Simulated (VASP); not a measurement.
CdS:

```xyz
4
Lattice="4.1500 0.0000 0.0000 -2.0750 3.5940 0.0000 0.0000 0.0000 6.7370" Properties=species:S:1:pos:R:3 pbc="T T T"
Cd    2.0750    1.1980    3.3685
Cd    0.0000    2.3960    0.0000
S     2.0750    1.1980    5.8949
S     0.0000    2.3960    2.5264
```

- Program: VASP 6.6.1
- Task: relaxation of cell and atoms
- Functional: RPBE
- Dispersion: D3(BJ)
- Potentials or basis: VASP PAW PBE potentials, release 64 (Cd, S)
- Cutoff: 600 eV
- k mesh: 7 × 7 × 4
- Occupations: fermi-dirac, width 0.05 eV
- Spin: no spin polarisation

At the start: pressure -4.1 GPa; volume 25.12 Å³/atom.

Where does the relaxation end?

Over 16 steps the energy falls by 23.4 meV/atom and the volume is 23.44 Å³/atom (-6.7 %); space group P6_3mc (No. 186, to 0.1 Å) before and after.

Step by step:
```
step  energy change (eV)  largest force (eV/Å)  pressure (GPa)  volume (Å³)
   1              0.0000                0.0904           -4.08       100.48
   2             -0.0787                0.0058            1.84        91.47
   3             -0.0917                0.0340            0.01        93.78
   4             -0.0917                0.0355           -0.08        93.91
   5             -0.0919                0.0230           -0.08        93.91
   6             -0.0922                0.0047           -0.09        93.92
   7             -0.0924                0.0031           -0.05        93.86
   8             -0.0927                0.0172            0.03        93.76
   9             -0.0927                0.0465            0.18        93.56
  10             -0.0928                0.0322            0.10        93.66
  11             -0.0929                0.0307            0.09        93.67
  12             -0.0932                0.0269            0.05        93.71
  13             -0.0934                0.0208           -0.03        93.78
  14             -0.0934                0.0225           -0.01        93.76
  15             -0.0934                0.0155            0.00        93.76
  16             -0.0935                0.0001            0.00        93.76
```

Final structure:
```
CELL_PARAMETERS angstrom
4.07784 0.00000 0.00000
-2.03892 3.53151 0.00000
0.00000 0.00000 6.51058
ATOMIC_POSITIONS crystal
Cd 0.66667 0.33333 0.49649
Cd 0.33333 0.66667 0.99649
S 0.66667 0.33333 0.87851
S 0.33333 0.66667 0.37851
```

Caveat: the dispersion term is far too large for a dense solid, which distorts pressure and volume; the PAW data sets were made with another functional, which shifts forces and pressure a little.
